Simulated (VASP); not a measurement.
Here is a VASP 6.6.1 calculation.

INCAR

```
PREC     = Accurate       # precision mode
ENCUT    = 520            # plane-wave cutoff, eV
EDIFF    = 1E-6           # SCF threshold, eV
ISMEAR   = -1             # smearing method
SIGMA    = 0.02           # smearing width, eV
LREAL    = F              # projectors in reciprocal space
LASPH    = T              # aspherical terms in the spheres
NELM     = 100            # most SCF steps
ALGO     = Normal         # electronic algorithm
ISIF     = 2              # what is computed and relaxed
LWAVE    = F              # write WAVECAR
LCHARG   = F              # write CHGCAR
GGA      = PE             # functional
NBANDS   = 50             # bands
```

Contents of KPOINTS:

```
Automatic mesh
0
Gamma
  4 10 4
```

The input POSCAR:

```
GeC5N8
1.0
    6.5587538442      0.0000000000      0.1067191107
    0.0000000000      2.5146928751      0.0000000000
   -3.1874316360      0.0000000000      5.8728463361
Ge C N
1 5 8
Direct
    0.6001440199      0.5000000000      0.8383749580
    0.8356533394      0.0000000000      0.2459685013
    0.7640927995      0.0000000000      0.5680239740
    0.2144672509      0.5000000000      0.4030068056
    0.1547035016      0.5000000000      0.7627517933
    0.4043976309      0.0000000000      0.1760617541
    0.3018199917      0.5000000000      0.6520063936
    0.6623762136      0.0000000000      0.3191358664
    0.6838708100      0.5000000000      0.6198920815
    0.7630336124      0.0000000000      1.0169921904
    0.0178161163      0.0000000000      0.7161142994
    0.9726866036      0.5000000000      0.3368208819
    0.2809648262      0.0000000000      0.3179012773
    0.3439732841      0.5000000000      0.0269492233
```

Potentials or basis: VASP PAW PBE potentials, release 64 (Ge_d, C, N).

Launch:

```sh
$ cat potpaw_PBE.64/Ge_d/POTCAR potpaw_PBE.64/C/POTCAR potpaw_PBE.64/N/POTCAR > POTCAR
$ mpirun -np 1 vasp_std > vasp.out
```

Q: Predict the pressure.

A: 6.2 GPa.

Q: What does it give for the largest force?

A: 0.373 eV/Å.

Q: What does it give for the band gap on the k mesh?

A: 2.56 eV, indirect (least direct gap 2.75 eV).

Forces on the atoms (eV/Å):
```
Ge  -0.166  0.000 -0.036
C    0.029  0.000  0.128
C   -0.001  0.000  0.088
C    0.158  0.000  0.016
C   -0.051  0.000  0.098
C   -0.025  0.000  0.013
N   -0.183  0.000 -0.221
N   -0.134  0.000 -0.054
N    0.127  0.000 -0.189
N    0.275  0.000  0.252
N   -0.022  0.000 -0.001
N   -0.026  0.000  0.000
N    0.044  0.000 -0.042
N   -0.023  0.000 -0.052
```

A k mesh can miss the band edges. A hybrid or GW would open this gap; PBE tends to underestimate it.
